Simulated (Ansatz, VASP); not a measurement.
**SrO: VASP beside Ansatz**

```
CELL_PARAMETERS angstrom
0.00000 2.56684 2.53571
2.56684 0.00000 2.53571
2.56684 2.56684 0.00000
ATOMIC_POSITIONS crystal
Sr 0.00000 0.00000 0.00000
O 0.50000 0.50000 0.50000
```

Alike in both runs: task single point; functional PBEsol; k mesh 6 × 6 × 6; no spin polarisation.

```csv
,VASP,Ansatz
version,VASP 6.6.1,Ansatz 0.2.0
potentials or method,"VASP PAW PBE potentials, release 64 (Sr_sv, O), cutoff 600 eV","scalar-relativistic, all-electron LAPW"
occupations,"gaussian, width 0.01 eV",fixed
```

|  | VASP | Ansatz | Ansatz less VASP |
| --- | --- | --- | --- |
| gap on the k mesh at the Fermi level (eV) | 3.08 | 3.13 | +0.048 |
| least direct gap on the mesh (eV) | 3.19 | 3.23 | +0.037 |

VASP's potentials were made for PBE, not for PBEsol. Ansatz ran all-electron here, and VASP with PAW potentials.
